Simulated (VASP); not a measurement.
# CdS (F-43m) in VASP: further runs, part 2 of 2

VASP 6.6.1. Earlier steps stand in the parts before.

**4. Electric field gradients, PBEsol (volume scaled by 0.99)**

Contents of INCAR:

```
SYSTEM = CdS
PREC = Accurate ; ENCUT = 520
EDIFF = 1E-8 ; ISMEAR = -1
SIGMA = 0.02 ; LREAL = .False.
LASPH = .True. ; NELM = 60
ALGO = Normal ; ISIF = 2
LWAVE = .False. ; LCHARG = .False.
GGA = PS ; LEFG = .True.
NBANDS = 16
```

Contents of KPOINTS:

```
Automatic mesh
0
Gamma
  7 7 7
  0 0 0
```

Contents of POSCAR:

```
CdS
1.0
    0.0000000000      2.9331107376      2.9331107376
    2.9331107376      0.0000000000      2.9331107376
    2.9331107376      2.9331107376      0.0000000000
Cd S
1 1
Direct
    0.0000000000      0.0000000000      0.0000000000
    0.7500000000      0.7500000000      0.7500000000
```

Potentials or basis: VASP PAW PBE potentials, release 64 (Cd, S).

Run with:

```sh
$ cat potpaw_PBE.64/Cd/POTCAR potpaw_PBE.64/S/POTCAR > POTCAR
$ mpirun -np 1 vasp_std > vasp.out
```

OUTCAR:

```text
SYSTEM = CdS
   PREC = Accurate
   ENCUT = 520
   EDIFF = 1E-8
   ISMEAR = -1
   LREAL = .False.
   LASPH = .True.
   NELM = 60
   ISIF = 2
   GGA = PS

 ion  position               nearest neighbor table
   1  0.000  0.000  0.000-   2 2.54   2 2.54   2 2.54   2 2.54
   2  0.750  0.750  0.750-   1 2.54   1 2.54   1 2.54   1 2.54

  LATTYP: Found a face centered cubic cell.
 ALAT       =     5.8662214752

  Lattice vectors:

 A1 = (   0.0000000000,   2.9331107376,   2.9331107376)
 A2 = (   2.9331107376,   0.0000000000,   2.9331107376)
 A3 = (   2.9331107376,   2.9331107376,   0.0000000000)

Analysis of symmetry for initial positions (statically):
=====================================================================
 Subroutine PRICEL returns:
 Original cell was already a primitive cell.

 Routine SETGRP: Setting up the symmetry group for a
 face centered cubic supercell.

 Subroutine GETGRP returns: Found 24 space group operations
[... 559 lines left out ...]
  volume of cell :       50.47
      direct lattice vectors                 reciprocal lattice vectors
     0.000000000  2.933110738  2.933110738    -0.170467481  0.170467481  0.170467481
     2.933110738  0.000000000  2.933110738     0.170467481 -0.170467481  0.170467481
     2.933110738  2.933110738  0.000000000     0.170467481  0.170467481 -0.170467481

 POSITION                                       TOTAL-FORCE (eV/Angst)
 -----------------------------------------------------------------------------------
      0.00000      0.00000      0.00000         0.000000      0.000000      0.000000
      4.39967      4.39967      4.39967        -0.000000     -0.000000     -0.000000
 -----------------------------------------------------------------------------------
    total drift:                                0.000000      0.000000      0.000000

  FREE ENERGIE OF THE ION-ELECTRON SYSTEM (eV)
  ---------------------------------------------------
  free  energy   TOTEN  =        -6.8109473780 eV

  energy  without entropy=       -6.8109473780  energy(sigma->0) =       -6.81094738

 Electric field gradients (V/A^2)
---------------------------------------------------------------------
 ion       V_xx      V_yy      V_zz      V_xy      V_xz      V_yz
---------------------------------------------------------------------
   1      -0.000    -0.000    -0.000     0.002     0.002     0.002
   2      -0.000    -0.000    -0.000    -0.000    -0.000    -0.000
---------------------------------------------------------------------

 Electric field gradients after diagonalization (V/A^2)
 (convention: |V_zz| > |V_xx| > |V_yy|)
----------------------------------------------------------------------
 ion       V_xx      V_yy      V_zz     asymmetry (V_yy - V_xx)/ V_zz
----------------------------------------------------------------------
   1      -0.002    -0.002     0.004       0.000
   2       0.000     0.000    -0.001       0.000
----------------------------------------------------------------------

           NMR quadrupolar parameters

 Cq : quadrupolar parameter    Cq=e*Q*V_zz/h
 eta: asymmetry parameters     (V_yy - V_xx)/ V_zz
 Q  : nuclear electric quadrupole moment in mb (millibarn)
----------------------------------------------------------------------
 ion       Cq(MHz)       eta       Q (mb)
----------------------------------------------------------------------
   1       0.000       0.000       1.000
   2      -0.000       0.000       1.000
----------------------------------------------------------------------
```

OSZICAR:

```text
N       E                     dE             d eps       ncg     rms          rms(c)
DAV:   1     0.107195462396E+03    0.10720E+03   -0.92346E+03   656   0.104E+03
DAV:   2    -0.315092409251E+01   -0.11035E+03   -0.10407E+03   776   0.251E+02
DAV:   3    -0.728693769092E+01   -0.41360E+01   -0.41273E+01   824   0.506E+01
DAV:   4    -0.731176277375E+01   -0.24825E-01   -0.24822E-01   800   0.384E+00
DAV:   5    -0.731208989067E+01   -0.32712E-03   -0.32712E-03   816   0.418E-01    0.749E+00
DAV:   6    -0.683301408912E+01    0.47908E+00   -0.79562E-01   984   0.120E+01    0.608E+00
DAV:   7    -0.681352681705E+01    0.19487E-01   -0.15968E-01   808   0.283E+00    0.293E+00
DAV:   8    -0.681109511176E+01    0.24317E-02   -0.16209E-02   768   0.159E+00    0.239E-01
DAV:   9    -0.681085968183E+01    0.23543E-03   -0.19071E-03   760   0.651E-01    0.549E-02
DAV:  10    -0.681090589665E+01   -0.46215E-04   -0.19294E-04   824   0.156E-01    0.601E-02
DAV:  11    -0.681095272135E+01   -0.46825E-04   -0.80395E-05   784   0.805E-02    0.241E-02
DAV:  12    -0.681094691929E+01    0.58021E-05   -0.17748E-05   856   0.530E-02    0.807E-03
DAV:  13    -0.681094739331E+01   -0.47401E-06   -0.19799E-06   776   0.842E-03    0.262E-03
DAV:  14    -0.681094738361E+01    0.96982E-08   -0.16142E-07   832   0.282E-03    0.249E-03
DAV:  15    -0.681094737802E+01    0.55866E-08   -0.14287E-08   704   0.801E-04
   1 F= -.68109474E+01 E0= -.68109474E+01  d E =-.107719E-11
```

Wall time 14 s (1 thread of Intel Xeon Platinum 8488C (Sapphire Rapids), shared host); peak memory 0.18 GiB.

Results:

```yaml
Free_energy: -6.8109 eV
Pressure: -0.9 GPa
Band_gap_on_the_k_mesh: 0.97 eV, direct
```

Levels at points of the mesh, in eV from the valence-band top:
| k point | band 7 | band 8 | band 9 | band 10 | band 11 | band 12 |
| --- | --- | --- | --- | --- | --- | --- |
| (0.00, 0.00, 0.00) | 0.00 | 0.00 | 0.00 | 0.97 | 6.45 | 6.45 |

Caveat: without QUAD_EFG the Cq values of the log hold for a quadrupole moment of 1 mb, not for the nuclei; the PAW data sets were made with another functional, which shifts forces and pressure a little.

**5. Electric field gradients, PBEsol (volume scaled by 1.02)**

Contents of INCAR:

```
  PREC = Accurate
  ENCUT = 520
  EDIFF = 1E-8
  ISMEAR = -1
  SIGMA = 0.02
  LREAL = False
  LASPH = True
  NELM = 100
  ALGO = Normal
  ISIF = 2
  LWAVE = False
  LCHARG = False
  GGA = PS
  LEFG = True
  NBANDS = 16
```

Contents of KPOINTS:

```
Automatic mesh
0
Gamma
  7 7 7
```

Contents of POSCAR:

```
CdS
1.0
    0.0000000000      2.9624437910      2.9624437910
    2.9624437910      0.0000000000      2.9624437910
    2.9624437910      2.9624437910      0.0000000000
Cd S
1 1
Direct
    0.0000000000      0.0000000000      0.0000000000
    0.7500000000      0.7500000000      0.7500000000
```

Potentials or basis: VASP PAW PBE potentials, release 64 (Cd, S).

Run with:

```sh
$ cat potpaw_PBE.64/Cd/POTCAR potpaw_PBE.64/S/POTCAR > POTCAR
$ mpirun -np 1 vasp_std > vasp.out
```

OUTCAR:

```text
PREC = Accurate
   ENCUT = 520
   EDIFF = 1E-8
   ISMEAR = -1
   LREAL = False
   LASPH = True
   NELM = 100
   ISIF = 2
   GGA = PS

 ion  position               nearest neighbor table
   1  0.000  0.000  0.000-   2 2.57   2 2.57   2 2.57   2 2.57
   2  0.750  0.750  0.750-   1 2.57   1 2.57   1 2.57   1 2.57

  LATTYP: Found a face centered cubic cell.
 ALAT       =     5.9248875820

  Lattice vectors:

 A1 = (   0.0000000000,   2.9624437910,   2.9624437910)
 A2 = (   2.9624437910,   0.0000000000,   2.9624437910)
 A3 = (   2.9624437910,   2.9624437910,   0.0000000000)

Analysis of symmetry for initial positions (statically):
=====================================================================
 Subroutine PRICEL returns:
 Original cell was already a primitive cell.

 Routine SETGRP: Setting up the symmetry group for a
 face centered cubic supercell.

 Subroutine GETGRP returns: Found 24 space group operations
[... 559 lines left out ...]
  volume of cell :       52.00
      direct lattice vectors                 reciprocal lattice vectors
     0.000000000  2.962443791  2.962443791    -0.168779574  0.168779574  0.168779574
     2.962443791  0.000000000  2.962443791     0.168779574 -0.168779574  0.168779574
     2.962443791  2.962443791  0.000000000     0.168779574  0.168779574 -0.168779574

 POSITION                                       TOTAL-FORCE (eV/Angst)
 -----------------------------------------------------------------------------------
      0.00000      0.00000      0.00000        -0.000000     -0.000000     -0.000000
      4.44367      4.44367      4.44367         0.000000      0.000000      0.000000
 -----------------------------------------------------------------------------------
    total drift:                                0.000000      0.000000      0.000000

  FREE ENERGIE OF THE ION-ELECTRON SYSTEM (eV)
  ---------------------------------------------------
  free  energy   TOTEN  =        -6.7948811933 eV

  energy  without entropy=       -6.7948811933  energy(sigma->0) =       -6.79488119

 Electric field gradients (V/A^2)
---------------------------------------------------------------------
 ion       V_xx      V_yy      V_zz      V_xy      V_xz      V_yz
---------------------------------------------------------------------
   1      -0.000    -0.000    -0.000     0.001     0.001     0.001
   2      -0.000     0.000    -0.000    -0.000    -0.000    -0.000
---------------------------------------------------------------------

 Electric field gradients after diagonalization (V/A^2)
 (convention: |V_zz| > |V_xx| > |V_yy|)
----------------------------------------------------------------------
 ion       V_xx      V_yy      V_zz     asymmetry (V_yy - V_xx)/ V_zz
----------------------------------------------------------------------
   1      -0.001    -0.001     0.002       0.000
   2       0.000     0.000    -0.001       0.000
----------------------------------------------------------------------

           NMR quadrupolar parameters

 Cq : quadrupolar parameter    Cq=e*Q*V_zz/h
 eta: asymmetry parameters     (V_yy - V_xx)/ V_zz
 Q  : nuclear electric quadrupole moment in mb (millibarn)
----------------------------------------------------------------------
 ion       Cq(MHz)       eta       Q (mb)
----------------------------------------------------------------------
   1       0.000       0.000       1.000
   2      -0.000       0.000       1.000
----------------------------------------------------------------------
```

OSZICAR:

```text
N       E                     dE             d eps       ncg     rms          rms(c)
DAV:   1     0.107728596162E+03    0.10773E+03   -0.88995E+03   648   0.102E+03
DAV:   2    -0.285930250328E+01   -0.11059E+03   -0.10471E+03   752   0.252E+02
DAV:   3    -0.727104613508E+01   -0.44117E+01   -0.44015E+01   776   0.517E+01
DAV:   4    -0.729930474740E+01   -0.28259E-01   -0.28254E-01   848   0.408E+00
DAV:   5    -0.729968335724E+01   -0.37861E-03   -0.37861E-03   776   0.440E-01    0.700E+00
DAV:   6    -0.681629880695E+01    0.48338E+00   -0.81017E-01   984   0.118E+01    0.576E+00
DAV:   7    -0.679759807604E+01    0.18701E-01   -0.15229E-01   824   0.276E+00    0.282E+00
DAV:   8    -0.679499469524E+01    0.26034E-02   -0.15068E-02   768   0.150E+00    0.219E-01
DAV:   9    -0.679477831136E+01    0.21638E-03   -0.17504E-03   784   0.602E-01    0.587E-02
DAV:  10    -0.679483696662E+01   -0.58655E-04   -0.18840E-04   816   0.146E-01    0.622E-02
DAV:  11    -0.679488699388E+01   -0.50027E-04   -0.84666E-05   808   0.791E-02    0.256E-02
DAV:  12    -0.679488070204E+01    0.62918E-05   -0.17924E-05   864   0.515E-02    0.748E-03
DAV:  13    -0.679488109401E+01   -0.39197E-06   -0.17177E-06   760   0.815E-03    0.356E-03
DAV:  14    -0.679488118724E+01   -0.93235E-07   -0.22962E-07   800   0.313E-03    0.214E-03
DAV:  15    -0.679488119325E+01   -0.60074E-08   -0.63957E-09   616   0.578E-04
   1 F= -.67948812E+01 E0= -.67948812E+01  d E =-.129969E-11
```

Wall time 14 s (1 thread of Intel Xeon Platinum 8488C (Sapphire Rapids), shared host); peak memory 0.18 GiB.

Results:

- Free energy: -6.7949 eV
- Pressure: -2.5 GPa
- Band gap on the k mesh: 0.91 eV, direct

Levels at points of the mesh, in eV from the valence-band top:
```tsv
k point	band 5	band 6	band 7	band 8	band 9	band 10	band 11	band 12	band 13	band 14
(0.00, 0.00, 0.00)	-7.14	-7.14	0.00	0.00	0.00	0.91	6.45	6.45	6.45	10.95
```

Caveat: without QUAD_EFG the Cq values of the log hold for a quadrupole moment of 1 mb, not for the nuclei; the PAW data sets were made with another functional, which shifts forces and pressure a little.

**6. The runs side by side**

```tsv
cell	gap on the mesh (eV)	pressure (GPa)
a = 4.162 Å, angles 60.0°, 2 atoms	0.95	-1.5
a = 4.190 Å, angles 60.0°, 2 atoms	0.91	-2.5
a = 4.148 Å, angles 60.0°, 2 atoms	0.97	-0.9
```

Alike in all rows: task electric field gradients; level PBEsol; potentials or basis VASP PAW PBE potentials, release 64 (Cd, S); no spin polarisation; k mesh 7 × 7 × 7; cutoff (eV) 520; smearing fermi-dirac 0.02 eV.

Caveats: the PAW data sets were made with another functional, which shifts forces and pressure a little.

Absolute energies hang on the potentials; compare differences alone.
